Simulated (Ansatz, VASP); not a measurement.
**KI in VASP and in Ansatz**

The input INCAR:

```
PREC = Accurate
ENCUT = 520
EDIFF = 1E-6
ISMEAR = 0
SIGMA = 0.05
LREAL = F
LASPH = T
NELM = 60
ALGO = Normal
ISIF = 2
LWAVE = F
LCHARG = F
GGA = PS
NBANDS = 15
```

KPOINTS

```
regular mesh
0
Gamma
  6 6 6
```

File POSCAR:

```
KI
1.0
    0.0000000000      3.5245500000      3.5597955000
    3.5245500000      0.0000000000      3.5597955000
    3.5245500000      3.5245500000      0.0000000000
K I
1 1
Direct
    0.0000000000      0.0000000000      0.0000000000
    0.5000000000      0.5000000000      0.5000000000
```

Input for Ansatz:

```yaml
crystal:
  lattice:
    - [0.0, 3.52455, 3.5597955]
    - [3.52455, 0.0, 3.5597955]
    - [3.52455, 3.52455, 0.0]
  atoms:
    - { symbol: K, position: [0.0, 0.0, 0.0] }
    - { symbol: I, position: [0.5, 0.5, 0.5] }
basis:
  ecutwfc: 420
kpoints:
  mp_grid: { grid: [6, 6, 6] }
hamiltonian:
  xc: pbesol
scf:
  occupations: { method: gaussian, width: 0.05 }
output:
  forces: true
  stress: true
  eigenvalues: true
```

Change from the starting cell: strain +0.0100 x Voigt [0, 0, 1, 0, 0, 0], atoms carried along.

Alike in both runs: task single point; functional PBEsol; k mesh 6 × 6 × 6; occupations gaussian, width 0.05 eV; no spin polarisation.

|  | VASP | Ansatz |
| --- | --- | --- |
| version | VASP 6.6.1 | Ansatz 0.2.0 |
| potentials or method | VASP PAW PBE potentials, release 64 (K_sv, I), cutoff 520 eV | scalar-relativistic, plane waves, PAW |
| valence electrons in the cell | 16 | 26 |

Ansatz gave:

| Item | Value |
| --- | --- |
| gap on the k mesh at the Fermi level (eV) | 3.81 |
| least direct gap on the mesh (eV) | 3.81 |
| pressure (GPa) | -0.3 |
| traceless stress, the component that is largest in VASP (GPa) | -0.14 |

**Question.** Which values does VASP return?

**Answer.** gap on the k mesh at the Fermi level (eV): 3.81; least direct gap on the mesh (eV): 3.81; pressure (GPa): -0.3; traceless stress, the component that is largest in VASP (GPa): -0.15.

VASP's potentials were made for PBE, not for PBEsol. VASP's potentials hold 16 valence electrons a cell and Ansatz's 26, so a difference there can come from the potentials and not from the codes.

Spin-orbit coupling is off throughout.
